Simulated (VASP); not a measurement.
AlSi23HO48 (a cell with a defect): single point with PBE+D3(BJ)

The system is AlSi23HO48 (a cell with a defect).

```
Si O Al H
1.0
     9.83160    0.00000    0.00000
    -4.91580    8.51441    0.00000
     0.00000    0.00000   10.81820
Si O Al H
23 48 1 1
Direct
  0.27079 0.00015 0.16023
  0.00311 0.27388 0.33726
  0.22577 0.23272 0.00106
  0.26626 0.99635 0.66158
  0.99733 0.26954 0.83715
  0.23246 0.22407 0.49660
  0.26838 0.50202 0.16888
  0.00460 0.77041 0.33325
  0.23075 0.72808 0.99527
  0.99830 0.76606 0.83163
  0.23774 0.73554 0.49726
  0.76902 0.00998 0.16579
  0.49877 0.26303 0.32820
  0.72711 0.23496 0.99833
  0.76994 0.00285 0.66561
  0.48972 0.26907 0.82993
  0.73085 0.23360 0.50056
  0.76876 0.50191 0.16919
  0.50087 0.77287 0.33079
  0.74444 0.74466 0.00645
  0.75748 0.50063 0.66414
  0.50876 0.77017 0.84005
  0.73678 0.74008 0.49528
  0.06700 0.20146 0.44238
  0.29337 0.36357 0.11091
  0.14244 0.43808 0.28162
  0.20473 0.06878 0.05358
  0.35637 0.28341 0.38113
  0.43744 0.13642 0.21519
  0.05727 0.20094 0.95008
  0.30109 0.34612 0.60882
  0.13444 0.43353 0.78725
  0.20073 0.05380 0.54667
  0.35299 0.29618 0.88785
  0.42709 0.13776 0.72148
  0.07156 0.71361 0.44681
  0.30131 0.86718 0.09818
  0.14159 0.93030 0.27060
  0.20289 0.56748 0.05903
  0.36420 0.80360 0.38312
  0.43535 0.64070 0.22163
  0.06615 0.70237 0.94070
  0.30415 0.86412 0.61004
  0.13527 0.92727 0.77156
  0.21527 0.57371 0.54738
  0.35596 0.77876 0.88022
  0.45522 0.62068 0.73690
  0.56746 0.20103 0.43809
  0.79211 0.36397 0.10917
  0.63540 0.43190 0.27653
  0.69824 0.06889 0.05457
  0.86991 0.30558 0.39763
  0.93027 0.15143 0.22209
  0.56573 0.21551 0.93992
  0.77804 0.35689 0.61509
  0.61637 0.44059 0.76892
  0.70681 0.06948 0.55560
  0.85424 0.29268 0.88760
  0.93113 0.13755 0.72655
  0.57139 0.71435 0.44206
  0.80850 0.87856 0.11256
  0.63890 0.93752 0.27499
  0.71264 0.57825 0.06095
  0.86704 0.80139 0.38565
  0.93444 0.63426 0.22733
  0.57715 0.71789 0.95441
  0.79784 0.86549 0.60931
  0.63403 0.92975 0.77281
  0.70533 0.57295 0.55080
  0.86631 0.80038 0.89095
  0.92055 0.63170 0.72558
  0.26001 0.48562 0.66354
  0.51411 0.55960 0.74906
```

* Program: VASP 6.6.1
* Task: single point
* Functional: PBE
* Dispersion: D3(BJ)
* Potentials or basis: VASP PAW PBE potentials, release 64 (Si, O, Al, H)
* Cutoff: 520 eV
* k mesh: 1 × 1 × 1
* Occupations: gaussian, width 0.02 eV
* Spin: no spin polarisation

```
Pressure                   : 0.7 GPa
Largest force              : 1.100 eV/Å
Band gap on the k mesh     : 5.37 eV
Dispersion energy per atom : -0.142 eV
```

Forces in eV/Å, atoms in the order of the input:
```
Si   0.016 -0.011 -0.001
Si  -0.003  0.018 -0.003
Si  -0.008 -0.012  0.008
Si   0.014 -0.006  0.008
Si  -0.011 -0.014 -0.004
Si  -0.022 -0.027 -0.029
Si   0.010  0.003 -0.005
Si  -0.008  0.021 -0.003
Si   0.012 -0.012 -0.025
Si   0.000  0.016  0.011
Si  -0.006 -0.002 -0.001
Si   0.017 -0.003 -0.002
Si  -0.005  0.012  0.000
Si  -0.001 -0.021  0.012
Si  -0.003 -0.017  0.018
Si  -0.028 -0.061  0.033
Si  -0.001 -0.025 -0.002
Si   0.014  0.001 -0.003
Si   0.002  0.011  0.000
Si  -0.034 -0.009 -0.002
Si   0.071  0.028 -0.056
Si  -0.013 -0.084 -0.087
Si  -0.019  0.001  0.001
O    0.003  0.001  0.007
O    0.000 -0.011 -0.007
O    0.000  0.000  0.002
O    0.005  0.001  0.001
O   -0.009 -0.003  0.007
O    0.003  0.007  0.005
O   -0.012 -0.002 -0.004
O    0.005  0.018  0.028
O    0.016  0.036 -0.021
O    0.003 -0.002 -0.007
O    0.008  0.003 -0.004
O    0.003  0.020  0.002
O    0.006  0.004  0.005
O   -0.008 -0.002  0.003
O    0.005 -0.003 -0.002
O    0.008 -0.007  0.007
O   -0.016 -0.002  0.002
O    0.000  0.006  0.001
O   -0.014  0.006 -0.003
O   -0.002 -0.005 -0.007
O    0.011  0.005 -0.010
O    0.013 -0.036  0.015
O   -0.036  0.001  0.031
O    0.931 -0.566  0.148
O   -0.006  0.007 -0.001
O   -0.008 -0.006 -0.005
O    0.006  0.003  0.004
O    0.001  0.004 -0.001
O   -0.007 -0.003  0.001
O   -0.004  0.008  0.004
O   -0.006  0.018 -0.016
O   -0.016  0.002  0.014
O   -0.071  0.055  0.000
O    0.002  0.009 -0.006
O    0.000 -0.005 -0.003
O    0.001  0.016  0.015
O    0.000  0.006 -0.005
O   -0.003  0.001  0.005
O    0.003 -0.001  0.000
O    0.013 -0.010  0.003
O   -0.001 -0.009  0.000
O   -0.003  0.010  0.005
O    0.031  0.006  0.034
O    0.007 -0.011 -0.009
O    0.024  0.034 -0.020
O    0.008 -0.009  0.014
O    0.001 -0.007 -0.003
O   -0.020 -0.005  0.001
Al   0.067  0.072  0.047
H   -0.940  0.538 -0.142
```

Stress tensor (GPa, compression positive):
```
 0.18  0.23 -0.12
 0.23  0.87 -0.14
-0.12 -0.14  1.02
```

Levels at points of the mesh, in eV from the valence-band top:
```
           k point  band 188  band 189  band 190  band 191  band 192  band 193  band 194  band 195  band 196  band 197
(0.00, 0.00, 0.00)     -0.47     -0.39     -0.35     -0.22      0.00      5.37      7.16      7.39      7.61      7.71
```

Run time: 15 min on 1 thread of Intel Xeon 8259CL (shared host), peak memory 0.97 GiB.

Caveat: the k points lie up to 0.74 Å⁻¹ apart.
